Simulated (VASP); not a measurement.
# AlGa2As3 (P-6m2) in VASP: further runs

Runs on AlGa2As3. Level: PBE. Tasks: single point, relaxation of cell and atoms.

Everything below comes from runs of VASP 6.6.1. Logs are shortened: lines on timing, memory, paths and dates and some standing lists are left out, and cuts for length are marked.

## 1. The cell of the first run

The structure is hexagonal, space group P-6m2 (No. 187). The conventional cell has a = 4.174 Å, b = 4.174 Å, c = 9.538 Å, α = 90.00°, β = 90.00°, γ = 120.00°. Within 3.4 Å of Al (site symmetry -6m2) lie 3 As at 2.41 Å and 6 Ga at 3.32 Å. Ga (site symmetry 3m) has 3 Al at 3.32 Å and 9 As at 3.32 to 3.46 Å and 7 Ga at 4.17 to 4.56 Å within 4.6 Å. Within 3.2 Å of As (site symmetry -6m2) lie 3 As at 2.41 Å. As (site symmetry -6m2) has 3 Al at 2.41 Å and 6 Ga at 3.32 Å within 3.4 Å. As (site symmetry -6m2) has 3 As at 2.41 Å within 3.2 Å.

The cell was generated, and may not be a known phase.

## 2. Single point, PBE

The input, INCAR:

```
SYSTEM = AlGa2As3
ALGO     = Normal         ! electronic algorithm
EDIFF    = 1E-6           ! SCF threshold, eV
ENCUT    = 520            ! plane-wave cutoff, eV
GGA      = PE             ! functional
ISIF     = 2              ! what is computed and relaxed
ISMEAR   = 0              ! smearing method
LASPH    = .TRUE.         ! aspherical terms in the spheres
LCHARG   = .FALSE.        ! write CHGCAR
LREAL    = .FALSE.        ! projectors in reciprocal space
LWAVE    = .FALSE.        ! write WAVECAR
NBANDS   = 31             ! bands
NELM     = 60             ! most SCF steps
PREC     = Accurate       ! precision mode
SIGMA    = 0.1            ! smearing width, eV
```

The input, KPOINTS:

```
k-points
0
G
  6 6 2
  0 0 0
```

The input, POSCAR:

```
AlGa2As3
1.0
    4.1735441100      0.0000000000      0.0000000000
   -2.0867720500      3.6143952200      0.0000000000
    0.0000000000      0.0000000000      9.5378862400
Al Ga As
1 2 3
Direct
    0.6666666700      0.3333333300      0.0000000000
    0.3333333300      0.6666666700      0.2391230000
    0.3333333300      0.6666666700      0.7608770000
    0.6666666700      0.3333333300      0.5000000000
    0.0000000000      0.0000000000      0.0000000000
    0.0000000000      0.0000000000      0.5000000000
```

Potentials or basis: VASP PAW PBE potentials, release 64 (Al, Ga_d, As).

On the command line:

```bash
> cat potpaw_PBE.64/Al/POTCAR potpaw_PBE.64/Ga_d/POTCAR potpaw_PBE.64/As/POTCAR > POTCAR
> mpirun -np 1 vasp_std > vasp.out
```

OUTCAR:

```text
SYSTEM = AlGa2As3
   EDIFF = 1E-6
   ENCUT = 520
   GGA = PE
   ISIF = 2
   ISMEAR = 0
   LASPH = .TRUE.
   LREAL = .FALSE.
   NELM = 60
   PREC = Accurate

 ion  position               nearest neighbor table
   1  0.667  0.333  0.000-   5 2.41   5 2.41   5 2.41
   2  0.333  0.667  0.239-
   3  0.333  0.667  0.761-
   4  0.667  0.333  0.500-   6 2.41   6 2.41   6 2.41
   5  0.000  0.000  0.000-   1 2.41   1 2.41   1 2.41
   6  0.000  0.000  0.500-   4 2.41   4 2.41   4 2.41

  LATTYP: Found a hexagonal cell.
 ALAT       =     4.1735441100
 C/A-ratio  =     2.2853205785

  Lattice vectors:

 A1 = (   4.1735441100,   0.0000000000,   0.0000000000)
 A2 = (  -2.0867720500,   3.6143952200,   0.0000000000)
 A3 = (   0.0000000000,   0.0000000000,   9.5378862400)

Analysis of symmetry for initial positions (statically):
=====================================================================
 Subroutine PRICEL returns:
 Original cell was already a primitive cell.

 Routine SETGRP: Setting up the symmetry group for a
 hexagonal supercell.

 Subroutine GETGRP returns: Found 12 space group operations
 (whereof 12 operations were pure point group operations)
 out of a pool of 24 trial point group operations.

The static configuration has the point symmetry D_3h.

Analysis of symmetry for dynamics (positions and initial velocities):
=====================================================================
 Subroutine PRICEL returns:
 Original cell was already a primitive cell.

 Routine SETGRP: Setting up the symmetry group for a
 hexagonal supercell.

 Subroutine GETGRP returns: Found 12 space group operations
 (whereof 12 operations were pure point group operations)
 out of a pool of 24 trial point group operations.

The dynamic configuration has the point symmetry D_3h.

 Subroutine INISYM returns: Found 12 space group operations
 (whereof 12 operations are pure point group operations),
 and found     1 'primitive' translations

----------------------------------------------------------------------------------------

                                     Primitive cell

  volume of cell :     143.8775

  direct lattice vectors                    reciprocal lattice vectors
     4.173544110  0.000000000  0.000000000     0.239604512  0.138335729  0.000000000
    -2.086772050  3.614395220  0.000000000     0.000000000  0.276671459  0.000000000
     0.000000000  0.000000000  9.537886240     0.000000000  0.000000000  0.104845033

  length of vectors
[... 83 lines left out ...]
   IBRION =     -1    ionic relax: 0-MD 1-quasi-New 2-CG
   NFREE  =      0    steps in history (QN), initial steepest desc. (CG)
   ISIF   =      2    stress and relaxation
   ISYM   =      2    0-nonsym 1-usesym 2-fastsym
   POTIM  = 0.5000    time-step for ionic-motion
   TEBEG  =    0.0;   TEEND  =   0.0 temperature during run
   PSTRESS=    0.0 pullay stress
   NELECT =      44.0000    total number of electrons
   NUPDOWN=      -1.0000    fix difference up-down
   EMIN   =  10.00;   EMAX   =-10.00  energy-range for DOS
   EFERMI =   0.00;   METHOD = LEGACY
   ISMEAR =     0;   SIGMA  =   0.10  broadening in eV -4-tet -1-fermi 0-gaus
   EFERMI_NEDOS =   21; number of points for ismear=-14 and -15
   IALGO  =     38    algorithm
   IMIX   =      4    mixing-type and parameters
     AMIX     =   0.40;   BMIX     =  1.00
     AMIX_MAG =   1.60;   BMIX_MAG =  1.00
  volume/ion in A,a.u.               =      23.98       161.82
  Fermi-wavevector in a.u.,A,eV,Ry     =   1.102964  2.084300 16.551899  1.216530
  Thomas-Fermi vector in A             =   2.239415
   LORBIT       =      0    0 simple, 1 ext, 2 COOP (PROOUT), +10 PAW based schemes
   GGA     = PE    functional components
   LHFCALC =     F    Hartree Fock is set to
   AEXX    =    0.0000 exact exchange contribution
   IVDW    =     0    specifies the selected vdW correction
   LEPSILON=     F    determine dielectric tensor
   LRPA    =     F    only Hartree local field effects (RPA)
 non-spin polarized calculation
 Gauss-broadening in eV      SIGMA  =   0.10
  energy-cutoff  :      520.00
  volume of cell :      143.88
 maximum number of plane-waves:      3902
 NGX is ok and might be reduce to    32
   NGX = 15   NGY = 15   NGZ = 35

 number of electron      43.9999995 magnetization

 Free energy of the ion-electron system (eV)
  ---------------------------------------------------
  ext. energy  EPLUGINS =         0.00000000
  ---------------------------------------------------
  free energy    TOTEN  =       -21.64128380 eV

  energy without entropy =      -21.63107046  energy(sigma->0) =      -21.63617713

 E-fermi :   4.3682     XC(G=0):  -9.4117

 val. band max:        4.3469062987   @ k =   0.1667   0.0000   0.0000
 cond. band min:       4.4020471144   @ k =   0.0000   0.0000   0.0000
 fundamental gap:      0.0551408157
 Fermi energy:         4.3681675171

 k-point     1 :       0.0000    0.0000    0.0000
  band No.  band energies     occupation
      1     -10.7254      2.00000
      2     -10.7123      2.00000
      3     -10.7123      2.00000
      4     -10.7123      2.00000
      5     -10.7114      2.00000
      6     -10.7114      2.00000
[... 465 lines left out ...]
     30       8.4802      0.00000
     31       8.7723      0.00000

------------------------ aborting loop because EDIFF is reached ----------------------------------------

  FORCE on cell =-STRESS in cart. coord.  units (eV):
  Direction    XX          YY          ZZ          XY          YZ          ZX
  --------------------------------------------------------------------------------------
  -------------------------------------------------------------------------------------
  Total        6.4981047      6.4981047     -2.6489238      0.0000000      0.0000000      0.0000000
  in kB       72.3609901     72.3609900    -29.4976395      0.0000001      0.0000000      0.0000000
  external PRESSURE =      38.4081136 kB  Pullay stress =       0.0000000 kB

 VOLUME and BASIS-vectors are now :
 -----------------------------------------------------------------------------
  energy-cutoff  :      520.00
  volume of cell :      143.88
      direct lattice vectors                 reciprocal lattice vectors
     4.173544110  0.000000000  0.000000000     0.239604512  0.138335729  0.000000000
    -2.086772050  3.614395220  0.000000000     0.000000000  0.276671459  0.000000000
     0.000000000  0.000000000  9.537886240     0.000000000  0.000000000  0.104845033

 POSITION                                       TOTAL-FORCE (eV/Angst)
 -----------------------------------------------------------------------------------
      2.08677      1.20480      0.00000         0.000000     -0.000000      0.000000
     -0.00000      2.40960      2.28073        -0.000000      0.000000      0.213973
     -0.00000      2.40960      7.25716        -0.000000      0.000000     -0.213973
      2.08677      1.20480      4.76894         0.000000     -0.000000      0.000000
      0.00000      0.00000      0.00000         0.000000     -0.000000      0.000000
      0.00000      0.00000      4.76894         0.000000     -0.000000      0.000000
 -----------------------------------------------------------------------------------
    total drift:                                0.000017     -0.000010      0.000000

  FREE ENERGIE OF THE ION-ELECTRON SYSTEM (eV)
  ---------------------------------------------------
  free  energy   TOTEN  =       -21.6412838016 eV

  energy  without entropy=      -21.6310704556  energy(sigma->0) =      -21.63617713
```

OSZICAR:

```text
N       E                     dE             d eps       ncg     rms          rms(c)
DAV:   1     0.302284391491E+03    0.30228E+03   -0.19712E+04   917   0.173E+03
DAV:   2     0.169800099022E+02   -0.28530E+03   -0.27346E+03   936   0.457E+02
DAV:   3    -0.203335647331E+02   -0.37314E+02   -0.36160E+02  1038   0.119E+02
DAV:   4    -0.219938678591E+02   -0.16603E+01   -0.16402E+01  1062   0.255E+01
DAV:   5    -0.220375743891E+02   -0.43707E-01   -0.43671E-01  1084   0.403E+00    0.543E+00
DAV:   6    -0.216728556360E+02    0.36472E+00   -0.54608E-01  1174   0.524E+00    0.309E+00
DAV:   7    -0.216463491056E+02    0.26507E-01   -0.34299E-01  1019   0.195E+00    0.895E-01
DAV:   8    -0.216412143979E+02    0.51347E-02   -0.39931E-02  1046   0.123E+00    0.248E-01
DAV:   9    -0.216413008917E+02   -0.86494E-04   -0.37976E-03  1062   0.248E-01    0.790E-02
DAV:  10    -0.216412706700E+02    0.30222E-04   -0.39267E-04  1086   0.137E-01    0.364E-02
DAV:  11    -0.216412831863E+02   -0.12516E-04   -0.58507E-05  1016   0.468E-02    0.827E-03
DAV:  12    -0.216412842014E+02   -0.10150E-05   -0.94631E-06   973   0.173E-02    0.268E-03
DAV:  13    -0.216412838016E+02    0.39981E-06   -0.95294E-07   672   0.656E-03
   1 F= -.21641284E+02 E0= -.21636177E+02  d E =-.102133E-01
```

Run time: 38 s. Hardware: 1 thread of Intel Xeon 6975P-C (Granite Rapids), shared host; peak memory 0.27 GiB.

What came out:

* Free energy: -21.6413 eV
* Pressure: 3.8 GPa
* Largest force: 0.214 eV/Å
* Band gap on the k mesh: zero (bands 22 and 23 overlap by 0.62 eV)

Forces on the atoms (eV/Å):
```
Al   0.000  0.000  0.000
Ga   0.000  0.000  0.214
Ga   0.000  0.000 -0.214
As   0.000  0.000  0.000
As   0.000  0.000  0.000
As   0.000  0.000  0.000
```

Stress tensor (GPa, compression positive):
```
 7.24  0.00  0.00
 0.00  7.24  0.00
 0.00  0.00 -2.95
```

Caveat: the stress differs along the axes, from -3 to 7 GPa; semilocal functionals underestimate gaps, and a narrow one can read as zero.

## 3. Single point, PBE

This run uses another cell than the first one, of 21.65 Å³/atom.

The input, INCAR:

```
ALGO = Normal
EDIFF = 1E-6
ENCUT = 520
GGA = PE
ISIF = 2
ISMEAR = 0
LASPH = True
LCHARG = False
LREAL = False
LWAVE = False
NBANDS = 31
NELM = 60
PREC = Accurate
SIGMA = 0.1
```

The input, KPOINTS:

```
k-points
0
Gamma
  12 12 4
```

The input, POSCAR:

```
AlGa2As3
1.0
    4.4455010536     -0.0000000031      0.0000000000
   -2.2227505241      3.8499168465      0.0000000000
    0.0000000000      0.0000000000      7.5882617645
Al Ga As
1 2 3
Direct
    0.6666666667      0.3333333333      0.0000000000
    0.3333333333      0.6666666667      0.2583765075
    0.3333333333      0.6666666667      0.7416234925
    0.6666666667      0.3333333333      0.5000000000
    0.0000000000      0.0000000000      0.0000000000
    0.0000000000      0.0000000000      0.5000000000
```

Potentials or basis: VASP PAW PBE potentials, release 64 (Al, Ga_d, As).

On the command line:

```bash
> cat potpaw_PBE.64/Al/POTCAR potpaw_PBE.64/Ga_d/POTCAR potpaw_PBE.64/As/POTCAR > POTCAR
> mpirun -np 1 vasp_std > vasp.out
```

Run time: 1.7 min. Hardware: 1 thread of Intel Xeon 6975P-C (Granite Rapids), shared host; peak memory 0.39 GiB.

Results (log left out):

| Item | Value |
| --- | --- |
| Free energy | -22.3287 eV |
| Pressure | 0.2 GPa |
| Largest force | 0.009 eV/Å |
| Band gap on the k mesh | zero (bands 22 and 23 overlap by 0.95 eV) |

Forces in eV/Å, atoms in the order of the input:
```
Al   0.000  0.000  0.000
Ga   0.000  0.000 -0.009
Ga   0.000  0.000  0.009
As   0.000  0.000  0.000
As   0.000  0.000  0.000
As   0.000  0.000  0.000
```

Stress tensor (GPa, compression positive):
```
0.24 0.00 0.00
0.00 0.24 0.00
0.00 0.00 0.04
```

Levels at points of the mesh, in eV from the Fermi level:
| k point | band 18 | band 19 | band 20 | band 21 | band 22 | band 23 | band 24 | band 25 | band 26 | band 27 |
| --- | --- | --- | --- | --- | --- | --- | --- | --- | --- | --- |
| (0.00, 0.00, 0.00) | -2.31 | -2.31 | -2.00 | -0.99 | -0.72 | -0.72 | 0.75 | 1.50 | 1.77 | 1.77 |
| (0.50, 0.00, 0.00) | -4.28 | -3.28 | -1.95 | -0.72 | -0.05 | 1.17 | 1.28 | 1.69 | 2.57 | 3.75 |
| (0.00, 0.00, 0.50) | -2.34 | -2.34 | -2.05 | -0.81 | -0.55 | -0.55 | 0.21 | 0.76 | 0.76 | 2.09 |
| (0.50, 0.00, 0.50) | -3.49 | -2.93 | -2.60 | -1.71 | -1.38 | 1.34 | 1.69 | 2.58 | 2.59 | 3.62 |

(Part 1 of 2 ends here.)

The gap in the log of VASP goes by the Fermi energy; the results here count the filled bands.